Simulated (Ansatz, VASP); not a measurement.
## Os in VASP and in Ansatz

```
CELL_PARAMETERS angstrom
2.60218 0.00000 0.00000
0.00000 2.60218 0.00000
0.00000 0.00000 2.60218
ATOMIC_POSITIONS crystal
Os 0.00000 0.00000 0.00000
```

Alike in both runs: task single point; functional RPBE; k mesh 14 × 14 × 14; occupations fermi-dirac, width 0.1 eV; no spin polarisation.

```csv
,VASP,Ansatz
version,VASP 6.6.1,Ansatz 0.2.0
potentials or method,"VASP PAW PBE potentials, release 64 (Os), cutoff 520 eV","plane waves (420 eV) with PAW, scalar-relativistic"
valence electrons in the cell,8,16
```

|  | VASP | Ansatz | Ansatz less VASP |
| --- | --- | --- | --- |
| pressure (GPa) | -9.4 | -8.9 | +0.52 |

VASP's potentials were made for PBE, not for RPBE. VASP's potentials hold 8 valence electrons a cell and Ansatz's 16, so a difference there can come from the potentials and not from the codes.

Neither program's run includes spin-orbit coupling.
